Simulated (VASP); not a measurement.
# As: single point with r2SCAN

As:

```
As
1.0
     1.91768    1.10718    3.58298
    -1.91768    1.10718    3.58298
     0.00000   -2.21435    3.58298
As
2
Direct
  0.22600 0.22600 0.22600
  0.77400 0.77400 0.77400
```

```yaml
Program: VASP 6.6.1
Task: single point
Functional: r2SCAN
Potentials_or_basis: VASP PAW PBE potentials, release 64 (As)
Cutoff: 520 eV
k_mesh: 9 × 9 × 9
Occupations: fermi-dirac, width 0.05 eV
Spin: no spin polarisation
Dipole_correction: no
Further_INCAR_settings: ALGO = Normal; EDIFF = 1e-07; NBANDS = 12
```

```json
{
  "Pressure": "-2.3 GPa",
  "Largest force": "0.182 eV/Å",
  "Band gap on the k mesh": "zero (band 5 reaches 4.79 eV, above the bottom of band 6 at 4.72 eV)"
}
```

Forces on the atoms (eV/Å):
```
As   0.000  0.000 -0.182
As   0.000  0.000  0.182
```

Stress tensor (GPa, compression positive):
```
-3.00  0.00  0.00
 0.00 -3.00  0.00
 0.00  0.00 -0.94
```

Levels at points of the mesh, in eV from the Fermi level:
```csv
k point,band 1,band 2,band 3,band 4,band 5,band 6,band 7,band 8,band 9,band 10
"(0.00, 0.00, 0.00)",-15.30,-6.27,-2.51,-2.18,-2.18,1.63,2.84,2.84,7.29,7.29
```

It took 68 s on 1 thread of Intel(R) Xeon(R) 6975P-C (Granite Rapids), with other jobs on the host, peak memory 0.2 GiB.

Caveat: the PAW data sets were made with another functional, which shifts forces and pressure a little.
